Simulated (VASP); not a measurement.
# Sn (I4_1/amd) in VASP: notebook, part 2 of 2

VASP 6.6.1. The steps go on from the part before.

## Step 4: Single point, PBE (strain +0.015 along x and y, +0.030 along z)

Contents of INCAR:

```
SYSTEM = Sn
PREC = Accurate
ENCUT = 520
EDIFF = 1E-6
ISMEAR = 0
SIGMA = 0.15
LREAL = .False.
LASPH = .True.
NELM = 100
ALGO = Fast
ISIF = 2
LWAVE = .False.
LCHARG = .False.
GGA = PE
NBANDS = 21
```

Contents of KPOINTS:

```
regular mesh
0
Gamma
  12 12 12
  0 0 0
```

Contents of POSCAR:

```
Sn
1.0
    0.0000000000      3.2942840000      3.3429680000
    3.2942840000      0.0000000000      3.3429680000
    3.2942840000      3.2942840000      0.0000000000
Sn
2
Direct
    0.5000000000      0.5000000000      0.5000000000
    0.7500000000      0.7500000000      0.7500000000
```

Potentials or basis: VASP PAW PBE potentials, release 64 (Sn_d).

Run with:

```bash
> cat potpaw_PBE.64/Sn_d/POTCAR > POTCAR
> mpirun -np 1 vasp_std > vasp.out
```

OUTCAR:

```text
SYSTEM = Sn
   PREC = Accurate
   ENCUT = 520
   EDIFF = 1E-6
   ISMEAR = 0
   LREAL = .False.
   LASPH = .True.
   NELM = 100
   ISIF = 2
   GGA = PE

 ion  position               nearest neighbor table
   1  0.500  0.500  0.500-   2 2.87   2 2.87   2 2.87   2 2.87
   2  0.750  0.750  0.750-   1 2.87   1 2.87   1 2.87   1 2.87

  LATTYP: Found a body centered tetragonal cell.
 ALAT       =     4.6588211111
 C/A-ratio  =     1.4351132702

  Lattice vectors:

 A1 = (  -3.2942840000,   0.0000000000,   3.3429680000)
 A2 = (   3.2942840000,   0.0000000000,   3.3429680000)
 A3 = (   0.0000000000,   3.2942840000,  -3.3429680000)

Analysis of symmetry for initial positions (statically):
=====================================================================
 Subroutine PRICEL returns:
 Original cell was already a primitive cell.

 Routine SETGRP: Setting up the symmetry group for a
 body centered tetragonal supercell.

 Subroutine GETGRP returns: Found 16 space group operations
 (whereof  8 operations were pure point group operations)
 out of a pool of 16 trial point group operations.

The static configuration has the point symmetry D_2d.
 The point group associated with its full space group is D_4h.

[... 160 lines left out ...]
  energy without entropy =       -7.68872704  energy(sigma->0) =       -7.68984901

 E-fermi :   5.0167     XC(G=0):  -8.6160

 val. band max:        5.0152090874   @ k =   0.0833   0.0000   0.0000
 cond. band min:       5.0478024111   @ k =   0.0000   0.0000   0.0000
 fundamental gap:      0.0325933238
 Fermi energy:         5.0166595973

 k-point     1 :       0.0000    0.0000    0.0000
  band No.  band energies     occupation
      1     -16.5528      2.00000
      2     -16.5528      2.00000
      3     -16.5485      2.00000
      4     -16.5001      2.00000
      5     -16.4992      2.00000
      6     -16.2420      2.00000
[... 565 lines left out ...]
     20      12.7278      0.00000
     21      12.9031      0.00000

 [... further k-points ...]

------------------------ aborting loop because EDIFF is reached ----------------------------------------

  FORCE on cell =-STRESS in cart. coord.  units (eV):
  Direction    XX          YY          ZZ          XY          YZ          ZX
  --------------------------------------------------------------------------------------
  -------------------------------------------------------------------------------------
  Total        0.2938668      0.2938668      0.1023571      0.0000000      0.0000000      0.0000000
  in kB        6.4889849      6.4889849      2.2601870      0.0000000      0.0000000      0.0000000
  external PRESSURE =       5.0793856 kB  Pullay stress =       0.0000000 kB

 VOLUME and BASIS-vectors are now :
 -----------------------------------------------------------------------------
  energy-cutoff  :      520.00
  volume of cell :       72.56
      direct lattice vectors                 reciprocal lattice vectors
     0.000000000  3.294284000  3.342968000    -0.151778049  0.151778049  0.149567690
     3.294284000  0.000000000  3.342968000     0.151778049 -0.151778049  0.149567690
     3.294284000  3.294284000  0.000000000     0.151778049  0.151778049 -0.149567690

 POSITION                                       TOTAL-FORCE (eV/Angst)
 -----------------------------------------------------------------------------------
      3.29428      3.29428      3.34297         0.000000      0.000000      0.000000
      4.94143      4.94143      5.01445        -0.000000     -0.000000      0.000000
 -----------------------------------------------------------------------------------
    total drift:                                0.000000      0.000000      0.000000

  FREE ENERGIE OF THE ION-ELECTRON SYSTEM (eV)
  ---------------------------------------------------
  free  energy   TOTEN  =        -7.6909709763 eV

  energy  without entropy=       -7.6887270363  energy(sigma->0) =       -7.68984901
```

OSZICAR:

```text
N       E                     dE             d eps       ncg     rms          rms(c)
DAV:   1     0.228719942413E+03    0.22872E+03   -0.14886E+04  6941   0.190E+03
DAV:   2     0.174045280818E+02   -0.21132E+03   -0.20689E+03  6906   0.444E+02
DAV:   3    -0.691954882823E+01   -0.24324E+02   -0.24194E+02  8081   0.140E+02
DAV:   4    -0.771062698277E+01   -0.79108E+00   -0.79081E+00  7686   0.285E+01
DAV:   5    -0.773776089553E+01   -0.27134E-01   -0.27134E-01  9982   0.515E+00    0.294E+00
RMM:   6    -0.770411182333E+01    0.33649E-01   -0.21236E-02  8488   0.179E+00    0.175E+00
RMM:   7    -0.768836232347E+01    0.15749E-01   -0.45657E-02  8698   0.222E+00    0.159E-01
RMM:   8    -0.769030380842E+01   -0.19415E-02   -0.80370E-03  8413   0.828E-01    0.532E-02
RMM:   9    -0.769087753845E+01   -0.57373E-03   -0.29273E-03  9594   0.529E-01    0.413E-02
RMM:  10    -0.769095856940E+01   -0.81031E-04   -0.74428E-04  9740   0.238E-01    0.133E-02
RMM:  11    -0.769096969538E+01   -0.11126E-04   -0.99699E-05 10685   0.794E-02    0.289E-03
RMM:  12    -0.769097116728E+01   -0.14719E-05   -0.13834E-05  9515   0.300E-02    0.163E-03
RMM:  13    -0.769097097631E+01    0.19097E-06   -0.25774E-06  6105   0.145E-02
   1 F= -.76909710E+01 E0= -.76898490E+01  d E =-.224394E-02
```

It took 2 min on 1 thread of Intel Xeon 6975P-C (Granite Rapids), shared host; peak memory 0.34 GiB.

Results:

```yaml
Free_energy: -7.6910 eV
Pressure: 0.5 GPa
Band_gap_on_the_k_mesh: zero (band 14 reaches 5.14 eV, above the bottom of band 15 at 4.90 eV)
```

Caveat: the cell differs from its parent crystal (strain +0.015 along x and y, +0.030 along z); spin-orbit coupling is left out, which moves the levels of the heavy elements.

## Step 5: Single point, PBE (strain +0.030 along x and y, +0.015 along z)

Contents of INCAR:

```
SYSTEM = Sn
ALGO = Fast ; EDIFF = 1E-6
ENCUT = 520 ; GGA = PE
ISIF = 2 ; ISMEAR = 0
LASPH = .TRUE. ; LCHARG = .TRUE.
LELF = .TRUE. ; LREAL = .FALSE.
LVHAR = .TRUE. ; LWAVE = .FALSE.
NBANDS = 21 ; NELM = 60
PREC = Accurate ; SIGMA = 0.15
```

Contents of KPOINTS:

```
k-points
0
G
  12 12 12
  0 0 0
```

Contents of POSCAR:

```
Sn
1.0
    0.0000000000      3.3429680000      3.2942840000
    3.3429680000      0.0000000000      3.2942840000
    3.3429680000      3.3429680000      0.0000000000
Sn
2
Direct
    0.5000000000      0.5000000000      0.5000000000
    0.7500000000      0.7500000000      0.7500000000
```

Run with:

```bash
> cat potpaw_PBE.64/Sn_d/POTCAR > POTCAR
> mpirun -np 1 vasp_std > vasp.out
```

It took 1.7 min on 1 thread of Intel Xeon 6975P-C (Granite Rapids), shared host; peak memory 0.34 GiB.

The run converged. Its results:

| Item | Value |
| --- | --- |
| Free energy | -7.6930 eV |
| Pressure | 0.0 GPa |
| Band gap on the k mesh | zero (band 14 reaches 4.94 eV, above the bottom of band 15 at 4.74 eV) |

Stress tensor (GPa, compression positive):
```
-0.14  0.00  0.00
 0.00 -0.14  0.00
 0.00  0.00  0.26
```

Levels at points of the mesh, in eV from the Fermi level:
```csv
k point,band 11,band 12,band 13,band 14,band 15,band 16,band 17,band 18
"(0.00, 0.00, 0.00)",-10.11,-1.13,0.07,0.07,0.16,2.12,2.18,2.18
"(0.50, 0.00, 0.00)",-8.63,-6.02,-1.04,-0.94,-0.13,3.18,3.24,5.70
"(0.50, 0.50, 0.00)",-7.23,-7.23,-2.26,-2.26,0.86,0.86,7.28,7.28
"(0.50, 0.00, 0.50)",-7.27,-7.27,-2.19,-2.19,0.94,0.94,7.26,7.26
```

Caveat: the cell differs from its parent crystal (strain +0.030 along x and y, +0.015 along z); spin-orbit coupling is left out, which moves the levels of the heavy elements.

## Step 6: The runs side by side

```csv
cell,gap on the mesh (eV),pressure (GPa)
"a = 4.659, b = 4.659, c = 4.590 Å, angles 60.5, 60.5, 59.0°, 2 atoms",none,1.7
"a = 4.625, b = 4.625, c = 4.659 Å, angles 59.8, 59.8, 60.5°, 2 atoms",none,1.7
"a = 4.693, b = 4.693, c = 4.659 Å, angles 60.2, 60.2, 59.5°, 2 atoms",none,0.5
"a = 4.693, b = 4.693, c = 4.728 Å, angles 59.8, 59.8, 60.5°, 2 atoms",none,0.0
```

Alike in all rows: task single point; level PBE; potentials or basis VASP PAW PBE potentials, release 64 (Sn_d); no spin polarisation; k mesh 12 × 12 × 12; cutoff (eV) 520; smearing gaussian 0.15 eV.

Caveats: spin-orbit coupling is left out, which moves the levels of the heavy elements.

Total energies depend on the potentials used, so only differences within one code and one set of settings carry meaning.
